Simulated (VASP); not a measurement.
# Ta in VASP: single point with LDA

Aim: the single point of Ta with LDA.

Program: VASP 6.6.1. These are calculated values, not measurements. Logs are shortened: lines on timing, memory, paths and dates and some standing lists are left out, and cuts for length are marked.

## 1. The cell of the first run

The cell holds a wire or tube with vacuum around it, 4 atoms: a = 22.709 Å, b = 22.709 Å, c = 2.377 Å, α = 90.00°, β = 90.00°, γ = 90.00°.

## 2. Single point, LDA

File INCAR:

```
SYSTEM = Ta
ALGO = Normal
EDIFF = 1E-7
ENCUT = 520
ISIF = 2
ISMEAR = -1
LASPH = .TRUE.
LCHARG = .FALSE.
LREAL = .FALSE.
LWAVE = .FALSE.
NBANDS = 30
NELM = 100
PREC = Accurate
SIGMA = 0.1
```

File KPOINTS:

```
k-points
0
G
  2 2 11
  0 0 0
```

File POSCAR:

```
Ta
1.0
   22.7091110000      0.0000000000      0.0000000000
    0.0000000000     22.7091110000      0.0000000000
    0.0000000000      0.0000000000      2.3772800000
Ta
4
Direct
    0.3186290000      0.8186290000      0.0000000000
    0.6813710000      0.1813710000      0.0000000000
    0.1813710000      0.3186290000      0.0000000000
    0.8186290000      0.6813710000      0.0000000000
```

Potentials or basis: VASP PAW LDA potentials, release 64 (Ta_pv).

Run with:

```bash
$ cat potpaw_LDA.64/Ta_pv/POTCAR > POTCAR
$ mpirun -np 1 vasp_std > vasp.out
```

OUTCAR:

```text
SYSTEM = Ta
   EDIFF = 1E-7
   ENCUT = 520
   ISIF = 2
   ISMEAR = -1
   LASPH = .TRUE.
   LREAL = .FALSE.
   NELM = 100
   PREC = Accurate

 ion  position               nearest neighbor table
   1  0.319  0.819  0.000-
   2  0.681  0.181  0.000-
   3  0.181  0.319  0.000-
   4  0.819  0.681  0.000-

  LATTYP: Found a simple tetragonal cell.
 ALAT       =    22.7091110000
 C/A-ratio  =     0.1046839746

  Lattice vectors:

 A1 = (  22.7091110000,   0.0000000000,   0.0000000000)
 A2 = (   0.0000000000,  22.7091110000,   0.0000000000)
 A3 = (   0.0000000000,   0.0000000000,   2.3772800000)

Analysis of symmetry for initial positions (statically):
=====================================================================
 Subroutine PRICEL returns:
 Original cell was already a primitive cell.

 Routine SETGRP: Setting up the symmetry group for a
 simple tetragonal supercell.

 Subroutine GETGRP returns: Found 16 space group operations
 (whereof  8 operations were pure point group operations)
 out of a pool of 16 trial point group operations.

The static configuration has the point symmetry C_4h.
 The point group associated with its full space group is D_4h.

Analysis of symmetry for dynamics (positions and initial velocities):
=====================================================================
 Subroutine PRICEL returns:
 Original cell was already a primitive cell.

 Routine SETGRP: Setting up the symmetry group for a
 simple tetragonal supercell.

 Subroutine GETGRP returns: Found 16 space group operations
 (whereof  8 operations were pure point group operations)
 out of a pool of 16 trial point group operations.

The dynamic configuration has the point symmetry C_4h.
 The point group associated with its full space group is D_4h.

 Subroutine INISYM returns: Found 16 space group operations
 (whereof  8 operations are pure point group operations),
 and found     1 'primitive' translations

----------------------------------------------------------------------------------------

                                     Primitive cell

  volume of cell :    1225.9721

  direct lattice vectors                    reciprocal lattice vectors
    22.709111000  0.000000000  0.000000000     0.044035189  0.000000000  0.000000000
     0.000000000 22.709111000  0.000000000     0.000000000  0.044035189  0.000000000
     0.000000000  0.000000000  2.377280000     0.000000000  0.000000000  0.420648809

  length of vectors
    22.709111000 22.709111000  2.377280000     0.044035189  0.044035189  0.420648809

  position of ions in fractional coordinates (direct lattice)
     0.318629000  0.818629000  0.000000000
     0.681371000  0.181371000  0.000000000
     0.181371000  0.318629000  0.000000000
     0.818629000  0.681371000  0.000000000

  ion indices of the primitive-cell ions
   primitive index   ion index
                 1           1
                 2           2
                 3           3
                 4           4

----------------------------------------------------------------------------------------

 KPOINTS: k-points

Automatic generation of k-mesh.
 Grid dimensions read from file:
 generate k-points for:    2    2   11

 Generating k-lattice:

  Cartesian coordinates                     Fractional coordinates (reciprocal lattice)
     0.022017595  0.000000000  0.000000000     0.500000000  0.000000000  0.000000000
     0.000000000  0.022017595  0.000000000     0.000000000  0.500000000  0.000000000
     0.000000000  0.000000000  0.038240801     0.000000000  0.000000000  0.090909091

  Length of vectors
     0.022017595  0.022017595  0.038240801

  Shift w.r.t. Gamma in fractional coordinates (k-lattice)
     0.000000000  0.000000000  0.000000000

 Subroutine IBZKPT returns following result:
 ===========================================

 Found     18 irreducible k-points:

 Following reciprocal coordinates:
            Coordinates               Weight
  0.000000  0.000000  0.000000      1.000000
  0.500000  0.000000  0.000000      2.000000
  0.500000  0.500000  0.000000      1.000000
  0.000000  0.000000  0.090909      2.000000
  0.500000  0.000000  0.090909      4.000000
  0.500000  0.500000  0.090909      2.000000
[... 10 lines left out ...]
  0.500000  0.000000  0.454545      4.000000
  0.500000  0.500000  0.454545      2.000000
   k-points           NKPTS =     18   k-points in BZ     NKDIM =     18   number of bands    NBANDS=     30
   number of dos      NEDOS =    301   number of ions     NIONS =      4
   total plane-waves  NPLWV = 583200
   dimension x,y,z NGX =   180 NGY =  180 NGZ =   18
   dimension x,y,z NGXF=   360 NGYF=  360 NGZF=   36
   ions per type =               4
   NGX,Y,Z   is equivalent  to a cutoff of  13.18, 13.18, 12.59 a.u.
   NGXF,Y,Z  is equivalent  to a cutoff of  26.35, 26.35, 25.18 a.u.
 SYSTEM =  Ta
   PREC   = accura    normal or accurate (medium, high low for compatibility)
   ISTART =      0    job   : 0-new  1-cont  2-samecut
   ICHARG =      2    charge: 1-file 2-atom 10-const
   ISPIN  =      1    spin polarized calculation?
   LNONCOLLINEAR =      F non collinear calculations
   LSORBIT =      F    spin-orbit coupling
   LASPH  =      T    aspherical Exc in radial PAW
   ENCUT  =  520.0 eV  38.22 Ry    6.18 a.u.  42.22 42.22  4.42*2*pi/ulx,y,z
   NELM   =    100;   NELMIN=  2; NELMDL= -5     # of ELM steps
   EDIFF  = 0.1E-06   stopping-criterion for ELM
   LREAL  =      F    real-space projection
   EDIFFG = 0.1E-05   stopping-criterion for IOM
   NSW    =      0    number of steps for IOM
   IBRION =     -1    ionic relax: 0-MD 1-quasi-New 2-CG
   NFREE  =      0    steps in history (QN), initial steepest desc. (CG)
   ISIF   =      2    stress and relaxation
   ISYM   =      2    0-nonsym 1-usesym 2-fastsym
   POTIM  = 0.5000    time-step for ionic-motion
   TEBEG  =    0.0;   TEEND  =   0.0 temperature during run
   PSTRESS=    0.0 pullay stress
   NELECT =      44.0000    total number of electrons
   NUPDOWN=      -1.0000    fix difference up-down
   EMIN   =  10.00;   EMAX   =-10.00  energy-range for DOS
   EFERMI =   0.00;   METHOD = LEGACY
   ISMEAR =    -1;   SIGMA  =   0.10  broadening in eV -4-tet -1-fermi 0-gaus
   EFERMI_NEDOS =   21; number of points for ismear=-14 and -15
   IALGO  =     38    algorithm
   IMIX   =      4    mixing-type and parameters
     AMIX     =   0.40;   BMIX     =  1.00
     AMIX_MAG =   1.60;   BMIX_MAG =  1.00
  volume/ion in A,a.u.               =     306.49      2068.32
  Fermi-wavevector in a.u.,A,eV,Ry     =   0.540006  1.020464  3.967552  0.291607
  Thomas-Fermi vector in A             =   1.566943
   LORBIT       =      0    0 simple, 1 ext, 2 COOP (PROOUT), +10 PAW based schemes
   GGA     = CA    functional components
   LHFCALC =     F    Hartree Fock is set to
   AEXX    =    0.0000 exact exchange contribution
   IVDW    =     0    specifies the selected vdW correction
   LEPSILON=     F    determine dielectric tensor
   LRPA    =     F    only Hartree local field effects (RPA)
 non-spin polarized calculation
  energy-cutoff  :      520.00
  volume of cell :     1225.97
 maximum number of plane-waves:     33232
 NGX is ok and might be reduce to   180
   NGX = 85   NGY = 85   NGZ =  9

 number of electron      43.9999998 magnetization

 Free energy of the ion-electron system (eV)
  ---------------------------------------------------
  ext. energy  EPLUGINS =         0.00000000
  ---------------------------------------------------
  free energy    TOTEN  =       -28.86481491 eV

  energy without entropy =      -28.44240579  energy(sigma->0) =      -28.65361035

 E-fermi :  -3.7709     XC(G=0):  -1.9291

 val. band max:       -3.7917677279   @ k =   0.0000   0.0000   0.1818
 cond. band min:      -3.4088379976   @ k =   0.0000   0.0000   0.1818
 fundamental gap:      0.3829297302
 Fermi energy:        -3.7709345690

 k-point     1 :       0.0000    0.0000    0.0000
  band No.  band energies     occupation
      1     -38.3076      2.00000
      2     -38.3076      2.00000
      3     -38.3076      2.00000
      4     -38.3076      2.00000
      5     -38.3076      2.00000
      6     -38.3076      2.00000
[... 22 lines left out ...]
     29      -2.2340      0.00000
     30      -2.2302      0.00000

 k-point     2 :       0.5000    0.0000    0.0000
  band No.  band energies     occupation
      1     -38.3076      2.00000
      2     -38.3076      2.00000
      3     -38.3076      2.00000
      4     -38.3076      2.00000
      5     -38.3076      2.00000
      6     -38.3076      2.00000
[... 22 lines left out ...]
     29      -2.2319      0.00000
     30      -2.2297      0.00000

 k-point     3 :       0.5000    0.5000    0.0000
  band No.  band energies     occupation
      1     -38.3076      2.00000
      2     -38.3076      2.00000
      3     -38.3076      2.00000
      4     -38.3076      2.00000
      5     -38.3076      2.00000
      6     -38.3076      2.00000
[... 22 lines left out ...]
     29      -2.2281      0.00000
     30      -2.2272      0.00000

 k-point     4 :       0.0000    0.0000    0.0909
  band No.  band energies     occupation
      1     -38.2722      2.00000
      2     -38.2722      2.00000
      3     -38.2722      2.00000
      4     -38.2722      2.00000
      5     -38.2722      2.00000
      6     -38.2722      2.00000
[... 418 lines left out ...]
     29      -1.5935      0.00000
     30      -1.5935      0.00000

 k-point    17 :       0.5000    0.0000    0.4545
  band No.  band energies     occupation
      1     -39.3886      2.00000
      2     -39.3886      2.00000
      3     -39.3886      2.00000
      4     -39.3886      2.00000
      5     -37.8531      2.00000
      6     -37.8531      2.00000
[... 22 lines left out ...]
     29      -1.5935      0.00000
     30      -1.5935      0.00000

 k-point    18 :       0.5000    0.5000    0.4545
  band No.  band energies     occupation
      1     -39.3886      2.00000
      2     -39.3886      2.00000
      3     -39.3886      2.00000
      4     -39.3886      2.00000
      5     -37.8531      2.00000
      6     -37.8531      2.00000
[... 22 lines left out ...]
     29      -1.5935      0.00000
     30      -1.5935      0.00000

------------------------ aborting loop because EDIFF is reached ----------------------------------------

  FORCE on cell =-STRESS in cart. coord.  units (eV):
  Direction    XX          YY          ZZ          XY          YZ          ZX
  --------------------------------------------------------------------------------------
  -------------------------------------------------------------------------------------
  Total       -0.0191898     -0.0191898     -1.9563760      0.0000000      0.0000000     -0.0000000
  in kB       -0.0250784     -0.0250784     -2.5567149      0.0000000      0.0000000     -0.0000000
  external PRESSURE =      -0.8689572 kB  Pullay stress =       0.0000000 kB

 VOLUME and BASIS-vectors are now :
 -----------------------------------------------------------------------------
  energy-cutoff  :      520.00
  volume of cell :     1225.97
      direct lattice vectors                 reciprocal lattice vectors
    22.709111000  0.000000000  0.000000000     0.044035189  0.000000000  0.000000000
     0.000000000 22.709111000  0.000000000     0.000000000  0.044035189  0.000000000
     0.000000000  0.000000000  2.377280000     0.000000000  0.000000000  0.420648809

 POSITION                                       TOTAL-FORCE (eV/Angst)
 -----------------------------------------------------------------------------------
      7.23578     18.59034      0.00000        -0.000232     -0.000232     -0.000000
     15.47333      4.11877      0.00000         0.000232      0.000232      0.000000
      4.11877      7.23578      0.00000         0.000232     -0.000232     -0.000000
     18.59034     15.47333      0.00000        -0.000232      0.000232      0.000000
 -----------------------------------------------------------------------------------
    total drift:                               -0.000000      0.000000      0.000000

  FREE ENERGIE OF THE ION-ELECTRON SYSTEM (eV)
  ---------------------------------------------------
  free  energy   TOTEN  =       -28.8648149064 eV

  energy  without entropy=      -28.4424057929  energy(sigma->0) =      -28.65361035
```

It took 46 min on 1 thread of Intel Xeon 8259CL, shared host; peak memory 1 GiB.

Results:

```
Free energy            : -28.8648 eV
Band gap on the k mesh : zero (bands 22 and 23 overlap by 2.33 eV)
```

Levels at points of the mesh, in eV from the Fermi level:
```csv
k point,band 20,band 21,band 22,band 23,band 24,band 25
"(0.00, 0.00, 0.00)",-1.69,-0.22,-0.22,-0.22,-0.22,-0.22
"(0.50, 0.00, 0.00)",-1.69,-0.22,-0.22,-0.22,-0.22,-0.22
"(0.50, 0.50, 0.00)",-1.69,-0.22,-0.22,-0.22,-0.22,-0.22
```

Caveat: spin-orbit coupling is left out, which moves the levels of the heavy elements.

The gap in the log of VASP goes by the Fermi energy; the results here count the filled bands.